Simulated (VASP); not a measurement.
Set up this calculation in VASP 6.6.1, as the native input.

```
Task                   : single point
Functional             : PBE
Potentials or basis    : VASP PAW PBE potentials, release 64 (Ge_d, P)
Cutoff                 : 520 eV
k mesh                 : 3 × 3 × 4
Occupations            : gaussian, width 0.1 eV
Spin                   : no spin polarisation
Dipole correction      : no
Further INCAR settings : ALGO = Normal; EDIFF = 1e-07; NBANDS = 75
```

The structure of Ge3P4 lies in POSCAR:

```
Ge3P4
1.0
    9.9369299985      0.0000000000      0.0000000000
   -4.9684649993      8.6056338143      0.0000000000
    0.0000000000      0.0000000000      3.9388249760
Ge P
6 8
Direct
    0.8221563621      0.2148734658      0.7500000000
    0.6072828963      0.8221563621      0.2500000000
    0.2148734658      0.3927171037      0.2500000000
    0.7851265342      0.6072828963      0.7500000000
    0.3927171037      0.1778436379      0.7500000000
    0.1778436379      0.7851265342      0.2500000000
    0.6666666667      0.3333333333      0.7500000000
    0.3333333333      0.6666666667      0.2500000000
    0.6053313993      0.9581138534      0.7500000000
    0.6472175460      0.6053313993      0.2500000000
    0.9581138534      0.3527824540      0.2500000000
    0.0418861466      0.6472175460      0.7500000000
    0.3946686007      0.0418861466      0.2500000000
    0.3527824540      0.3946686007      0.7500000000
```

The cell was built from a structure type or drawn by symmetry, and may not be a known phase.

The input as run:

INCAR

```
ALGO = Normal
EDIFF = 1E-7
ENCUT = 520
GGA = PE
ISIF = 2
ISMEAR = 0
LASPH = True
LCHARG = False
LREAL = False
LWAVE = False
NBANDS = 75
NELM = 60
PREC = Accurate
SIGMA = 0.1
```

KPOINTS

```
k-points
0
Gamma
  3 3 4
```

Potentials or basis: VASP PAW PBE potentials, release 64 (Ge_d, P).

Command:

```bash
$ cat potpaw_PBE.64/Ge_d/POTCAR potpaw_PBE.64/P/POTCAR > POTCAR
$ mpirun -np 1 vasp_std > vasp.out
```

It gave:

- Pressure: 0.0 GPa
- Largest force: 0.032 eV/Å
- Band gap on the k mesh: zero (bands 62 and 63 overlap by 0.02 eV)

Caveat: the k points lie up to 0.40 Å⁻¹ apart.

Run time: 4.5 min on 1 thread of AMD EPYC 7R13 Processor (Zen 3), with other jobs on the host, peak memory 0.46 GiB.
